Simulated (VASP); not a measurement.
# SnTe (F-43m) in VASP: further runs

The runs below take SnTe through single point, with LDA.

Everything below comes from runs of VASP 6.6.1. Logs are shortened: lines on timing, memory, paths and dates and some standing lists are left out, and cuts for length are marked.

### Step 1. The cell of the first run

The structure is cubic, space group F-43m (No. 216). The conventional cell has a = 7.125 Å, b = 7.125 Å, c = 7.125 Å, α = 90.00°, β = 90.00°, γ = 90.00°. Within 4.1 Å of Sn (site symmetry -43m) lie 4 Te at 3.09 Å. Within 4.1 Å of Te (site symmetry -43m) lie 4 Sn at 3.09 Å.

### Step 2. Single point, LDA

The input, INCAR:

```
SYSTEM = SnTe
ALGO     = Normal         ! electronic algorithm
EDIFF    = 1E-6           ! SCF threshold, eV
ENCUT    = 520            ! plane-wave cutoff, eV
ISIF     = 2              ! what is computed and relaxed
ISMEAR   = 0              ! smearing method
LASPH    = .TRUE.         ! aspherical terms in the spheres
LCHARG   = .FALSE.        ! write CHGCAR
LREAL    = .FALSE.        ! projectors in reciprocal space
LWAVE    = .FALSE.        ! write WAVECAR
NBANDS   = 17             ! bands
NELM     = 60             ! most SCF steps
PREC     = Accurate       ! precision mode
SIGMA    = 0.01           ! smearing width, eV
```

The input, KPOINTS:

```
k-points
0
G
  6 6 6
  0 0 0
```

The input, POSCAR:

```
SnTe
1.0
    0.0000000000      3.5623446929      3.5623446929
    3.5623446929      0.0000000000      3.5623446929
    3.5623446929      3.5623446929      0.0000000000
Sn Te
1 1
Direct
    0.0000000000      0.0000000000      0.0000000000
    0.7500000000      0.7500000000      0.7500000000
```

Potentials or basis: VASP PAW LDA potentials, release 64 (Sn_d, Te).

On the command line:

```
> cat potpaw_LDA.64/Sn_d/POTCAR potpaw_LDA.64/Te/POTCAR > POTCAR
> mpirun -np 1 vasp_std > vasp.out
```

OUTCAR:

```text
SYSTEM = SnTe
   EDIFF = 1E-6
   ENCUT = 520
   ISIF = 2
   ISMEAR = 0
   LASPH = .TRUE.
   LREAL = .FALSE.
   NELM = 60
   PREC = Accurate

 ion  position               nearest neighbor table
   1  0.000  0.000  0.000-   2 3.09   2 3.09   2 3.09   2 3.09
   2  0.750  0.750  0.750-   1 3.09   1 3.09   1 3.09   1 3.09

  LATTYP: Found a face centered cubic cell.
 ALAT       =     7.1246893858

  Lattice vectors:

 A1 = (   0.0000000000,   3.5623446929,   3.5623446929)
 A2 = (   3.5623446929,   0.0000000000,   3.5623446929)
 A3 = (   3.5623446929,   3.5623446929,   0.0000000000)

Analysis of symmetry for initial positions (statically):
=====================================================================
 Subroutine PRICEL returns:
 Original cell was already a primitive cell.

 Routine SETGRP: Setting up the symmetry group for a
 face centered cubic supercell.

 Subroutine GETGRP returns: Found 24 space group operations
 (whereof 24 operations were pure point group operations)
 out of a pool of 48 trial point group operations.

The static configuration has the point symmetry T_d .

Analysis of symmetry for dynamics (positions and initial velocities):
=====================================================================
 Subroutine PRICEL returns:
 Original cell was already a primitive cell.

 Routine SETGRP: Setting up the symmetry group for a
 face centered cubic supercell.

 Subroutine GETGRP returns: Found 24 space group operations
 (whereof 24 operations were pure point group operations)
 out of a pool of 48 trial point group operations.

The dynamic configuration has the point symmetry T_d .

 Subroutine INISYM returns: Found 24 space group operations
 (whereof 24 operations are pure point group operations),
 and found     1 'primitive' translations

----------------------------------------------------------------------------------------

                                     Primitive cell

  volume of cell :      90.4144

  direct lattice vectors                    reciprocal lattice vectors
     0.000000000  3.562344693  3.562344693    -0.140356996  0.140356996  0.140356996
     3.562344693  0.000000000  3.562344693     0.140356996 -0.140356996  0.140356996
     3.562344693  3.562344693  0.000000000     0.140356996  0.140356996 -0.140356996

  length of vectors
     5.037916179  5.037916179  5.037916179     0.243105448  0.243105448  0.243105448

  position of ions in fractional coordinates (direct lattice)
     0.000000000  0.000000000  0.000000000
     0.750000000  0.750000000  0.750000000

  ion indices of the primitive-cell ions
[... 66 lines left out ...]
   EDIFF  = 0.1E-05   stopping-criterion for ELM
   LREAL  =      F    real-space projection
   EDIFFG = 0.1E-04   stopping-criterion for IOM
   NSW    =      0    number of steps for IOM
   IBRION =     -1    ionic relax: 0-MD 1-quasi-New 2-CG
   NFREE  =      0    steps in history (QN), initial steepest desc. (CG)
   ISIF   =      2    stress and relaxation
   ISYM   =      2    0-nonsym 1-usesym 2-fastsym
   POTIM  = 0.5000    time-step for ionic-motion
   TEBEG  =    0.0;   TEEND  =   0.0 temperature during run
   PSTRESS=    0.0 pullay stress
   NELECT =      20.0000    total number of electrons
   NUPDOWN=      -1.0000    fix difference up-down
   EMIN   =  10.00;   EMAX   =-10.00  energy-range for DOS
   EFERMI =   0.00;   METHOD = LEGACY
   ISMEAR =     0;   SIGMA  =   0.01  broadening in eV -4-tet -1-fermi 0-gaus
   EFERMI_NEDOS =   21; number of points for ismear=-14 and -15
   IALGO  =     38    algorithm
   IMIX   =      4    mixing-type and parameters
     AMIX     =   0.40;   BMIX     =  1.00
     AMIX_MAG =   1.60;   BMIX_MAG =  1.00
  volume/ion in A,a.u.               =      45.21       305.07
  Fermi-wavevector in a.u.,A,eV,Ry     =   0.990084  1.870988 13.337344  0.980267
  Thomas-Fermi vector in A             =   2.121729
   LORBIT       =      0    0 simple, 1 ext, 2 COOP (PROOUT), +10 PAW based schemes
   GGA     = CA    functional components
   LHFCALC =     F    Hartree Fock is set to
   AEXX    =    0.0000 exact exchange contribution
   IVDW    =     0    specifies the selected vdW correction
   LEPSILON=     F    determine dielectric tensor
   LRPA    =     F    only Hartree local field effects (RPA)
 non-spin polarized calculation
 Gauss-broadening in eV      SIGMA  =   0.01
  energy-cutoff  :      520.00
  volume of cell :       90.41
 maximum number of plane-waves:      2457
 NGX is ok and might be reduce to    40
   NGX = 19   NGY = 19   NGZ = 19

 number of electron      20.0000005 magnetization

 Free energy of the ion-electron system (eV)
  ---------------------------------------------------
  ext. energy  EPLUGINS =         0.00000000
  ---------------------------------------------------
  free energy    TOTEN  =        -8.03374300 eV

  energy without entropy =       -8.03374300  energy(sigma->0) =       -8.03374300

 E-fermi :   3.1854     XC(G=0):  -7.9638

 val. band max:        3.1386111515   @ k =  -0.3333   0.5000   0.1667
 cond. band min:       3.2308788101   @ k =   0.5000   0.5000   0.0000
 fundamental gap:      0.0922676587
 Fermi energy:         3.1854316110

 k-point     1 :       0.0000    0.0000    0.0000
  band No.  band energies     occupation
      1     -18.4207      2.00000
      2     -18.4207      2.00000
      3     -18.4207      2.00000
      4     -18.4076      2.00000
      5     -18.4076      2.00000
      6      -8.4863      2.00000
[... 297 lines left out ...]
      4     -18.4083      2.00000
      5     -18.4070      2.00000
      6      -7.6496      2.00000
[... 9 lines left out ...]
     16      11.1833      0.00000
     17      11.2031      0.00000

------------------------ aborting loop because EDIFF is reached ----------------------------------------

  FORCE on cell =-STRESS in cart. coord.  units (eV):
  Direction    XX          YY          ZZ          XY          YZ          ZX
  --------------------------------------------------------------------------------------
  -------------------------------------------------------------------------------------
  Total       -0.6927401     -0.6927401     -0.6927401      0.0000000      0.0000000      0.0000000
  in kB      -12.2756108    -12.2756108    -12.2756108      0.0000000      0.0000000      0.0000000
  external PRESSURE =     -12.2756108 kB  Pullay stress =       0.0000000 kB

 VOLUME and BASIS-vectors are now :
 -----------------------------------------------------------------------------
  energy-cutoff  :      520.00
  volume of cell :       90.41
      direct lattice vectors                 reciprocal lattice vectors
     0.000000000  3.562344693  3.562344693    -0.140356996  0.140356996  0.140356996
     3.562344693  0.000000000  3.562344693     0.140356996 -0.140356996  0.140356996
     3.562344693  3.562344693  0.000000000     0.140356996  0.140356996 -0.140356996

 POSITION                                       TOTAL-FORCE (eV/Angst)
 -----------------------------------------------------------------------------------
      0.00000      0.00000      0.00000        -0.000000     -0.000000     -0.000000
      5.34352      5.34352      5.34352         0.000000      0.000000      0.000000
 -----------------------------------------------------------------------------------
    total drift:                                0.000000      0.000000      0.000000

  FREE ENERGIE OF THE ION-ELECTRON SYSTEM (eV)
  ---------------------------------------------------
  free  energy   TOTEN  =        -8.0337429986 eV

  energy  without entropy=       -8.0337429986  energy(sigma->0) =       -8.03374300
```

OSZICAR:

```text
N       E                     dE             d eps       ncg     rms          rms(c)
DAV:   1     0.121393239709E+03    0.12139E+03   -0.93139E+03   552   0.119E+03
DAV:   2     0.476276554888E+01   -0.11663E+03   -0.11307E+03   568   0.289E+02
DAV:   3    -0.775622461441E+01   -0.12519E+02   -0.12421E+02   677   0.924E+01
DAV:   4    -0.816262852313E+01   -0.40640E+00   -0.40622E+00   626   0.176E+01
DAV:   5    -0.817980953105E+01   -0.17181E-01   -0.17181E-01   807   0.342E+00    0.478E+00
DAV:   6    -0.804570251469E+01    0.13411E+00   -0.32415E-01   714   0.276E+00    0.315E+00
DAV:   7    -0.803545527805E+01    0.10247E-01   -0.69099E-02   587   0.971E-01    0.105E+00
DAV:   8    -0.803373751595E+01    0.17178E-02   -0.79665E-03   669   0.602E-01    0.220E-01
DAV:   9    -0.803372360618E+01    0.13910E-04   -0.15799E-03   670   0.244E-01    0.539E-02
DAV:  10    -0.803371958454E+01    0.40216E-05   -0.15897E-04   649   0.701E-02    0.335E-02
DAV:  11    -0.803374374976E+01   -0.24165E-04   -0.56411E-05   584   0.364E-02    0.284E-02
DAV:  12    -0.803374299863E+01    0.75113E-06   -0.37524E-06   617   0.100E-02
   1 F= -.80337430E+01 E0= -.80337430E+01  d E =-.178507E-12
```

stdout:

```text
POSCAR found type information on POSCAR SnTe
 POSCAR found :  2 types and       2 ions
 scaLAPACK will be used
 LDA part: xc-table for (Slater(with rela. corr.)+CA(PZ))
 , standard interpolation
 POSCAR, INCAR and KPOINTS ok, starting setup
 FFT: planning ... GRIDC
 FFT: planning ... GRID_SOFT
 FFT: planning ... GRID
 WAVECAR not read
 entering main loop
```

Wall time 34 s (1 thread of Intel Xeon 8259CL, shared host); peak memory 0.2 GiB.

Results:

- Free energy: -8.0337 eV
- Pressure: -1.2 GPa
- Band gap on the k mesh: 0.09 eV, indirect (least direct gap 0.68 eV)

Levels at points of the mesh, in eV from the valence-band top:
```csv
k point,band 8,band 9,band 10,band 11,band 12,band 13
"(0.00, 0.00, 0.00)",-1.85,-1.85,-1.85,1.09,1.09,1.09
"(0.50, 0.00, 0.00)",-2.42,-2.42,-2.00,1.91,1.91,3.62
"(0.50, 0.50, 0.00)",-3.12,-3.12,-0.58,0.09,4.13,4.13
```

Caveat: spin-orbit coupling is left out, which moves the levels of the heavy elements.

### Step 3. Single point, LDA

This run uses another cell than the first one, of 47.09 Å³/atom, 1.042 times its volume.

The input, INCAR:

```
PREC = Accurate
ENCUT = 520
EDIFF = 1E-7
ISMEAR = 0
SIGMA = 0.01
LREAL = False
LASPH = True
NELM = 80
ALGO = Normal
ISIF = 2
LWAVE = False
LCHARG = False
GGA = CA
NBANDS = 17
```

The input, KPOINTS:

```
Automatic mesh
0
Gamma
  6 6 6
```

The input, POSCAR:

```
SnTe
1.0
    0.0000000000      3.6111500000      3.6111500000
    3.6111500000      0.0000000000      3.6111500000
    3.6111500000      3.6111500000      0.0000000000
Sn Te
1 1
Direct
    0.0000000000      0.0000000000      0.0000000000
    0.7500000000      0.7500000000      0.7500000000
```

Potentials or basis: VASP PAW LDA potentials, release 64 (Sn_d, Te).

On the command line:

```
> cat potpaw_LDA.64/Sn_d/POTCAR potpaw_LDA.64/Te/POTCAR > POTCAR
> mpirun -np 1 vasp_std > vasp.out
```

Run time: 35 s. Hardware: 1 thread of Intel Xeon 8259CL, shared host; peak memory 0.2 GiB.

Results (log left out):

```yaml
Free_energy: -7.9944 eV
Pressure: -2.1 GPa
Band_gap_on_the_k_mesh: 0.19 eV, indirect (least direct gap 0.72 eV)
```

Levels at points of the mesh, in eV from the valence-band top:
| k point | band 6 | band 7 | band 8 | band 9 | band 10 | band 11 | band 12 | band 13 | band 14 | band 15 |
| --- | --- | --- | --- | --- | --- | --- | --- | --- | --- | --- |
| (0.00, 0.00, 0.00) | -11.38 | -5.11 | -1.73 | -1.73 | -1.73 | 1.15 | 1.15 | 1.15 | 4.06 | 6.62 |
| (0.50, 0.00, 0.00) | -10.84 | -6.88 | -2.27 | -2.27 | -1.92 | 1.95 | 1.95 | 3.49 | 5.64 | 6.39 |
| (0.50, 0.50, 0.00) | -10.63 | -7.24 | -2.93 | -2.93 | -0.53 | 0.19 | 4.00 | 4.00 | 5.46 | 6.44 |

Caveat: spin-orbit coupling is left out, which moves the levels of the heavy elements. A k mesh can miss the band edges.

### Step 4. Single point, LDA

This run uses another cell than the first one, of 48.97 Å³/atom, 1.083 times its volume.

The input, INCAR:

```
SYSTEM = SnTe
  PREC = Accurate
  ENCUT = 520
  EDIFF = 1E-6
  ISMEAR = 0
  SIGMA = 0.01
  LREAL = .False.
  LASPH = .True.
  NELM = 100
  ALGO = Normal
  ISIF = 2
  LWAVE = .False.
  LCHARG = .True.
  GGA = CA
  LELF = .True.
  LVHAR = .True.
  NBANDS = 17
```

The input, KPOINTS:

```
Automatic mesh
0
Gamma
  6 6 6
  0 0 0
```

The input, POSCAR:

```
SnTe
1.0
    0.0000000000      3.6586705811      3.6586705811
    3.6586705811      0.0000000000      3.6586705811
    3.6586705811      3.6586705811      0.0000000000
Sn Te
1 1
Direct
    0.0000000000      0.0000000000      0.0000000000
    0.7500000000      0.7500000000      0.7500000000
```

On the command line:

```
> cat potpaw_LDA.64/Sn_d/POTCAR potpaw_LDA.64/Te/POTCAR > POTCAR
> mpirun -np 1 vasp_std > vasp.out
```

Wall time 31 s (1 thread of Intel Xeon 8259CL, shared host); peak memory 0.2 GiB.

It converged, with:

```
Free energy            : -7.9356 eV
Pressure               : -2.9 GPa
Band gap on the k mesh : 0.28 eV, indirect (least direct gap 0.76 eV)
```

Levels at points of the mesh, in eV from the valence-band top:
```
           k point  band 7  band 8  band 9  band 10  band 11  band 12  band 13  band 14
(0.00, 0.00, 0.00)   -5.19   -1.61   -1.61    -1.61     1.20     1.20     1.20     4.09
(0.50, 0.00, 0.00)   -6.76   -2.12   -2.12    -1.84     1.97     1.97     3.37     5.68
(0.50, 0.50, 0.00)   -7.10   -2.75   -2.75    -0.48     0.28     3.88     3.88     5.43
```

Caveat: spin-orbit coupling is left out, which moves the levels of the heavy elements.

### Step 5. Single point, LDA

This run uses another cell than the first one, of 50.86 Å³/atom, 1.125 times its volume.

The input, INCAR:

```
ALGO = Normal
EDIFF = 1E-6
ENCUT = 520
ISIF = 2
ISMEAR = 0
LASPH = True
LCHARG = False
LREAL = False
LWAVE = False
NBANDS = 17
NELM = 80
PREC = Accurate
SIGMA = 0.01
```

The input, KPOINTS:

```
k-points
0
Gamma
  6 6 6
```

The input, POSCAR:

```
SnTe
1.0
    0.0000000000      3.7049877839      3.7049877839
    3.7049877839      0.0000000000      3.7049877839
    3.7049877839      3.7049877839      0.0000000000
Sn Te
1 1
Direct
    0.0000000000      0.0000000000      0.0000000000
    0.7500000000      0.7500000000      0.7500000000
```

On the command line:

```
> cat potpaw_LDA.64/Sn_d/POTCAR potpaw_LDA.64/Te/POTCAR > POTCAR
> mpirun -np 1 vasp_std > vasp.out
```

Run time: 44 s. Hardware: 1 thread of Intel Xeon 8259CL, shared host; peak memory 0.2 GiB.

Results (log left out):

- Free energy: -7.8611 eV
- Pressure: -3.5 GPa
- Band gap on the k mesh: 0.35 eV, indirect (least direct gap 0.79 eV)

Levels at points of the mesh, in eV from the valence-band top:
```
           k point  band 6  band 7  band 8  band 9  band 10  band 11  band 12  band 13  band 14  band 15
(0.00, 0.00, 0.00)  -10.96   -5.26   -1.50   -1.50    -1.50     1.24     1.24     1.24     4.11     6.66
(0.50, 0.00, 0.00)  -10.52   -6.67   -1.99   -1.99    -1.76     1.99     1.99     3.25     5.71     6.31
(0.50, 0.50, 0.00)  -10.34   -6.98   -2.59   -2.59    -0.44     0.35     3.77     3.77     5.41     6.26
```

Caveat: spin-orbit coupling is left out, which moves the levels of the heavy elements.

(Part 1 of 2 ends here.)
